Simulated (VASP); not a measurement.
# CoO (I4/mmm) in VASP: further runs

The runs below take CoO through single point, with PBEsol.

All numbers are computed with VASP 6.6.1; they aren't measurements. Logs are shortened: lines on timing, memory, paths and dates and some standing lists are left out, and cuts for length are marked.

**1. The cell of the first run**

It takes space group I4/mmm (No. 139, tetragonal). The conventional cell has a = 3.016 Å, b = 3.016 Å, c = 4.214 Å, α = 90.00°, β = 90.00°, γ = 90.00°. Co (site symmetry 4/mmm) has 6 O at 2.11 to 2.13 Å within 2.8 Å. Within 2.8 Å of O (site symmetry 4/mmm) lie 6 Co at 2.11 to 2.13 Å.

**2. Single point, PBEsol, collinear spin, zero start**

INCAR reads:

```
SYSTEM = CoO
  PREC = Accurate
  ENCUT = 520
  EDIFF = 1E-7
  ISMEAR = -1
  SIGMA = 0.05
  LREAL = .False.
  LASPH = .True.
  NELM = 150
  ALGO = Normal
  ISIF = 2
  LWAVE = .False.
  LCHARG = .False.
  ISPIN = 2
  MAGMOM = 0 0
  LORBIT = 11
  NUPDOWN = 0.0
  LMAXMIX = 4
  GGA = PS
  NBANDS = 18
```

KPOINTS reads:

```
Automatic mesh
0
Gamma
  10 10 10
  0 0 0
```

POSCAR reads:

```
CoO
1.0
   -1.5080000000      1.5080000000      2.1072475377
    1.5080000000     -1.5080000000      2.1072475377
    1.5080000000      1.5080000000     -2.1072475377
Co O
1 1
Direct
    0.0000000000      0.0000000000      0.0000000000
    0.5000000000      0.5000000000      0.0000000000
```

Potentials or basis: VASP PAW PBE potentials, release 64 (Co, O).

On the command line:

```
$ cat potpaw_PBE.64/Co/POTCAR potpaw_PBE.64/O/POTCAR > POTCAR
$ mpirun -np 1 vasp_std > vasp.out
```

OUTCAR:

```text
SYSTEM = CoO
   PREC = Accurate
   ENCUT = 520
   EDIFF = 1E-7
   ISMEAR = -1
   LREAL = .False.
   LASPH = .True.
   NELM = 150
   ISIF = 2
   ISPIN = 2
   LORBIT = 11
   NUPDOWN = 0.0
   GGA = PS

 ion  position               nearest neighbor table
   1  0.000  0.000  0.000-   2 2.11   2 2.11   2 2.13   2 2.13   2 2.13   2 2.13
   2  0.500  0.500  0.000-   1 2.11   1 2.11   1 2.13   1 2.13   1 2.13   1 2.13

  LATTYP: Found a body centered tetragonal cell.
 ALAT       =     3.0160000000
 C/A-ratio  =     1.3973790038

  Lattice vectors:

 A1 = (  -1.5080000000,   1.5080000000,   2.1072475377)
 A2 = (   1.5080000000,  -1.5080000000,   2.1072475377)
 A3 = (   1.5080000000,   1.5080000000,  -2.1072475377)

Analysis of symmetry for initial positions (statically):
=====================================================================
 Subroutine PRICEL returns:
 Original cell was already a primitive cell.

 Routine SETGRP: Setting up the symmetry group for a
 body centered tetragonal supercell.

 Subroutine GETGRP returns: Found 16 space group operations
 (whereof 16 operations were pure point group operations)
 out of a pool of 16 trial point group operations.

The static configuration has the point symmetry D_4h.

Analysis of symmetry for dynamics (positions and initial velocities):
=====================================================================
 Subroutine PRICEL returns:
 Original cell was already a primitive cell.

 Routine SETGRP: Setting up the symmetry group for a
 body centered tetragonal supercell.

 Subroutine GETGRP returns: Found 16 space group operations
 (whereof 16 operations were pure point group operations)
 out of a pool of 16 trial point group operations.

The dynamic configuration has the point symmetry D_4h.

Analysis of structural, dynamic, and magnetic symmetry:
=====================================================================
 Subroutine PRICEL returns:
 Original cell was already a primitive cell.

 Routine SETGRP: Setting up the symmetry group for a
 body centered tetragonal supercell.

 Subroutine GETGRP returns: Found 16 space group operations
 (whereof 16 operations were pure point group operations)
 out of a pool of 16 trial point group operations.

The overall configuration has the point symmetry D_4h.

 Subroutine INISYM returns: Found 16 space group operations
 (whereof 16 operations are pure point group operations),
 and found     1 'primitive' translations

----------------------------------------------------------------------------------------

                                     Primitive cell

  volume of cell :      19.1681

  direct lattice vectors                    reciprocal lattice vectors
    -1.508000000  1.508000000  2.107247538     0.000000000  0.331564987  0.237276348
     1.508000000 -1.508000000  2.107247538     0.331564987  0.000000000  0.237276348
     1.508000000  1.508000000 -2.107247538     0.331564987  0.331564987  0.000000000

  length of vectors
     2.998102764  2.998102764  2.998102764     0.407719764  0.407719764  0.468903701

  position of ions in fractional coordinates (direct lattice)
     0.000000000  0.000000000  0.000000000
     0.500000000  0.500000000  0.000000000

  ion indices of the primitive-cell ions
   primitive index   ion index
                 1           1
                 2           2

----------------------------------------------------------------------------------------

 KPOINTS: Automatic mesh

Automatic generation of k-mesh.
 Grid dimensions read from file:
 generate k-points for:   10   10   10

 Generating k-lattice:

  Cartesian coordinates                     Fractional coordinates (reciprocal lattice)
     0.000000000  0.033156499  0.023727635     0.100000000  0.000000000 -0.000000000
     0.033156499  0.000000000  0.023727635     0.000000000  0.100000000 -0.000000000
     0.033156499  0.033156499  0.000000000     0.000000000  0.000000000  0.100000000

  Length of vectors
     0.040771976  0.040771976  0.046890370

  Shift w.r.t. Gamma in fractional coordinates (k-lattice)
     0.000000000  0.000000000  0.000000000

 Subroutine IBZKPT returns following result:
 ===========================================

 Found    102 irreducible k-points:

 Following reciprocal coordinates:
            Coordinates               Weight
  0.000000  0.000000  0.000000      1.000000
  0.100000  0.000000  0.000000      8.000000
  0.200000  0.000000  0.000000      8.000000
  0.300000  0.000000  0.000000      8.000000
  0.400000  0.000000  0.000000      8.000000
  0.500000  0.000000 -0.000000      4.000000
[... 16 lines left out ...]
  0.300000  0.300000  0.000000      8.000000
  0.400000  0.300000 -0.000000     16.000000
 [... further k-points ...]
   k-points           NKPTS =    102   k-points in BZ     NKDIM =    102   number of bands    NBANDS=     18
   number of dos      NEDOS =    301   number of ions     NIONS =      2
   total plane-waves  NPLWV =  13824
   dimension x,y,z NGX =    24 NGY =   24 NGZ =   24
   dimension x,y,z NGXF=    48 NGYF=   48 NGZF=   48
   ions per type =               1   1
   NGX,Y,Z   is equivalent  to a cutoff of  13.31, 13.31, 13.31 a.u.
   NGXF,Y,Z  is equivalent  to a cutoff of  26.62, 26.62, 26.62 a.u.
 SYSTEM =  CoO
   PREC   = accura    normal or accurate (medium, high low for compatibility)
   ISTART =      0    job   : 0-new  1-cont  2-samecut
   ICHARG =      2    charge: 1-file 2-atom 10-const
   ISPIN  =      2    spin polarized calculation?
   LNONCOLLINEAR =      F non collinear calculations
   LSORBIT =      F    spin-orbit coupling
   LASPH  =      T    aspherical Exc in radial PAW
   ENCUT  =  520.0 eV  38.22 Ry    6.18 a.u.   5.57  5.57  5.57*2*pi/ulx,y,z
   NELM   =    150;   NELMIN=  2; NELMDL= -5     # of ELM steps
   EDIFF  = 0.1E-06   stopping-criterion for ELM
   LREAL  =      F    real-space projection
   EDIFFG = 0.1E-05   stopping-criterion for IOM
   NSW    =      0    number of steps for IOM
   IBRION =     -1    ionic relax: 0-MD 1-quasi-New 2-CG
   NFREE  =      0    steps in history (QN), initial steepest desc. (CG)
   ISIF   =      2    stress and relaxation
   ISYM   =      2    0-nonsym 1-usesym 2-fastsym
   POTIM  = 0.5000    time-step for ionic-motion
   TEBEG  =    0.0;   TEEND  =   0.0 temperature during run
   PSTRESS=    0.0 pullay stress
   NELECT =      15.0000    total number of electrons
   NUPDOWN=       0.0000    fix difference up-down
   EMIN   =  10.00;   EMAX   =-10.00  energy-range for DOS
   EFERMI =   0.00;   METHOD = LEGACY
   ISMEAR =    -1;   SIGMA  =   0.05  broadening in eV -4-tet -1-fermi 0-gaus
   EFERMI_NEDOS =   21; number of points for ismear=-14 and -15
   IALGO  =     38    algorithm
   IMIX   =      4    mixing-type and parameters
     AMIX     =   0.40;   BMIX     =  1.00
     AMIX_MAG =   1.60;   BMIX_MAG =  1.00
  volume/ion in A,a.u.               =       9.58        64.68
  Fermi-wavevector in a.u.,A,eV,Ry     =   1.508618  2.850874 30.965868  2.275927
  Thomas-Fermi vector in A             =   2.619048
   LORBIT       =     11    0 simple, 1 ext, 2 COOP (PROOUT), +10 PAW based schemes
   GGA     = PS    functional components
   LHFCALC =     F    Hartree Fock is set to
   AEXX    =    0.0000 exact exchange contribution
   IVDW    =     0    specifies the selected vdW correction
   LEPSILON=     F    determine dielectric tensor
   LRPA    =     F    only Hartree local field effects (RPA)
 spin polarized calculation
  energy-cutoff  :      520.00
  volume of cell :       19.17
 maximum number of plane-waves:       533
 NGX is ok and might be reduce to    24
   NGX = 11   NGY = 11   NGZ = 11

 number of electron      15.0000006 magnetization      -0.0000000

 number of electron      15.0000006 magnetization       0.0000000

 Free energy of the ion-electron system (eV)
  ---------------------------------------------------
  ext. energy  EPLUGINS =         0.00000000
  ---------------------------------------------------
  free energy    TOTEN  =       -13.50954051 eV

  energy without entropy =      -13.47059709  energy(sigma->0) =      -13.49006880

 E-fermi :   7.6604     XC(G=0): -12.7249

 val. band max:        7.6556696423   @ k =  -0.2000  -0.3000   0.1000
 cond. band min:       7.6642321143   @ k =   0.5000   0.5000   0.4000
 fundamental gap:      0.0085624720
 Fermi energy:         7.6604319283

 spin component 1

 k-point     1 :       0.0000    0.0000    0.0000
  band No.  band energies     occupation
      1     -12.6582      1.00000
      2       4.2910      1.00000
      3       4.3315      1.00000
      4       4.3315      1.00000
      5       6.2996      1.00000
      6       6.2996      1.00000
[... 10 lines left out ...]
     17      30.2142      0.00000
     18      32.9228      0.00000
[... 463 lines left out ...]
 k-point    24 :       0.4000    0.3000   -0.0000
  band No.  band energies     occupation
      1     -11.3391      1.00000
      2       0.8406      1.00000
      3       1.5209      1.00000
      4       2.4899      1.00000
      5       6.6084      1.00000
      6       7.3305      0.99864
[... 10 lines left out ...]
     17      36.7897      0.00000
     18      38.4689      0.00000

 [... further k-points ...]

 spin component 2

 k-point     1 :       0.0000    0.0000    0.0000
  band No.  band energies     occupation
      1     -12.6582      1.00000
      2       4.2910      1.00000
      3       4.3315      1.00000
      4       4.3315      1.00000
      5       6.2996      1.00000
      6       6.2996      1.00000
[... 10 lines left out ...]
     17      30.2141      0.00000
     18      32.9229      0.00000
[... 463 lines left out ...]
 k-point    24 :       0.4000    0.3000   -0.0000
  band No.  band energies     occupation
      1     -11.3391      1.00000
      2       0.8406      1.00000
      3       1.5209      1.00000
      4       2.4899      1.00000
      5       6.6084      1.00000
      6       7.3305      0.99864
[... 10 lines left out ...]
     17      36.7898      0.00000
     18      38.4689      0.00000

 [... further k-points ...]

------------------------ aborting loop because EDIFF is reached ----------------------------------------

  FORCE on cell =-STRESS in cart. coord.  units (eV):
  Direction    XX          YY          ZZ          XY          YZ          ZX
  --------------------------------------------------------------------------------------
  -------------------------------------------------------------------------------------
  Total       -3.2525748     -3.2525748     -3.2068858      0.0000000      0.0000000     -0.0000000
  in kB     -271.8689706   -271.8689706   -268.0500213      0.0000000      0.0000000     -0.0000000
  external PRESSURE =    -270.5959875 kB  Pullay stress =       0.0000000 kB

 VOLUME and BASIS-vectors are now :
 -----------------------------------------------------------------------------
  energy-cutoff  :      520.00
  volume of cell :       19.17
      direct lattice vectors                 reciprocal lattice vectors
    -1.508000000  1.508000000  2.107247538     0.000000000  0.331564987  0.237276348
     1.508000000 -1.508000000  2.107247538     0.331564987  0.000000000  0.237276348
     1.508000000  1.508000000 -2.107247538     0.331564987  0.331564987  0.000000000

 POSITION                                       TOTAL-FORCE (eV/Angst)
 -----------------------------------------------------------------------------------
      0.00000      0.00000      0.00000         0.000000     -0.000000     -0.000000
      0.00000      0.00000      2.10725        -0.000000      0.000000      0.000000
 -----------------------------------------------------------------------------------
    total drift:                               -0.000000      0.000000     -0.000000

  FREE ENERGIE OF THE ION-ELECTRON SYSTEM (eV)
  ---------------------------------------------------
  free  energy   TOTEN  =       -13.5095405090 eV

  energy  without entropy=      -13.4705970896  energy(sigma->0) =      -13.49006880

 total charge

# of ion       s       p       d       tot
------------------------------------------
    1        0.279   0.332   7.319   7.929
    2        1.556   3.333   0.000   4.890
--------------------------------------------------
tot          1.835   3.665   7.319  12.819

 magnetization (x)

# of ion       s       p       d       tot
------------------------------------------
    1        0.000  -0.000   0.000  -0.000
    2       -0.000   0.000   0.000   0.000
--------------------------------------------------
tot         -0.000  -0.000   0.000  -0.000
```

It took 98 s on 1 thread of Intel Xeon 8259CL, shared host; peak memory 0.19 GiB.

Results:

| Property | Result |
| --- | --- |
| Free energy | -13.5095 eV |
| Pressure | -27.1 GPa |
| Net moment | 0.00 μB per cell |
| Valence electrons inside the program's atomic spheres | Co 7.93; O 4.89 |

Stress tensor (GPa, compression positive):
```
-27.19   0.00   0.00
  0.00 -27.19   0.00
  0.00   0.00 -26.81
```

Caveat: the cell stands under tension; the PAW data sets were made with another functional, which shifts forces and pressure a little; the total moment is fixed, so each spin has its own Fermi level.

**3. Single point, PBEsol, collinear spin, ferromagnetic start**

INCAR reads:

```
SYSTEM = CoO
PREC = Accurate
ENCUT = 520
EDIFF = 1E-7
ISMEAR = -1
SIGMA = 0.05
LREAL = .FALSE.
LASPH = .TRUE.
NELM = 150
ALGO = Normal
ISIF = 2
LWAVE = .FALSE.
LCHARG = .TRUE.
ISPIN = 2
MAGMOM = 0.5 0
LORBIT = 11
NUPDOWN = 0.5
LMAXMIX = 4
GGA = PS
LELF = .TRUE.
LVHAR = .TRUE.
NBANDS = 18
```

KPOINTS reads:

```
Automatic mesh
0
G
  10 10 10
  0 0 0
```

POSCAR is that of step 2.

Potentials or basis: VASP PAW PBE potentials, release 64 (Co, O).

On the command line:

```
$ cat potpaw_PBE.64/Co/POTCAR potpaw_PBE.64/O/POTCAR > POTCAR
$ mpirun -np 1 vasp_std > vasp.out
```

It took 1.7 min on 1 thread of Intel Xeon 8259CL, shared host; peak memory 0.19 GiB.

It converged, with:

* Free energy: -13.5493 eV
* Pressure: -26.6 GPa
* Net moment: 0.50 μB per cell
* Site moments: Co +0.50; O -0.01 μB
* Valence electrons inside the program's atomic spheres: Co 7.92; O 4.89

Stress tensor (GPa, compression positive):
```
-26.73   0.00   0.00
  0.00 -26.73   0.00
  0.00   0.00 -26.32
```

Caveat: the cell stands under tension; the PAW data sets were made with another functional, which shifts forces and pressure a little; the total moment is fixed, so each spin has its own Fermi level; a cell with one magnetic atom can't hold antiferromagnetic order, which such compounds often take.

[end of part 1 of 2]
